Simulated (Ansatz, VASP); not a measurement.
## Sb in VASP and in Ansatz

```
Sb
1.0
     3.29574    0.00000    0.00000
    -1.64787    2.85419    0.00000
     0.00000    0.00000    5.44892
Sb
2
Cartesian
  0.0000 1.9028 1.3622
  1.6479 0.9514 4.0867
```

Alike in both runs: task single point; functional LDA; k mesh 11 × 11 × 6; occupations fermi-dirac, width 0.1 eV; non-collinear spin, spin-orbit coupling.

|  | VASP | Ansatz |
| --- | --- | --- |
| version | VASP 6.6.1 | Ansatz 0.2.0 |
| potentials or method | VASP PAW LDA potentials, release 64 (Sb), cutoff 520 eV | plane waves (420 eV) with PAW, fully relativistic with spin-orbit coupling |
| valence electrons in the cell | 10 | 30 |

|  | VASP | Ansatz | Ansatz less VASP |
| --- | --- | --- | --- |
| net moment per atom (μB) | 0.00 | 0.00 | 0.000 |

Ansatz warns that its potentials were made for another functional, while VASP's fit it. LDA's correlation is that of Perdew and Zunger in VASP and of Perdew and Wang (1992) in Ansatz. VASP's potentials hold 10 valence electrons a cell and Ansatz's 30, so a difference there can come from the potentials and not from the codes.
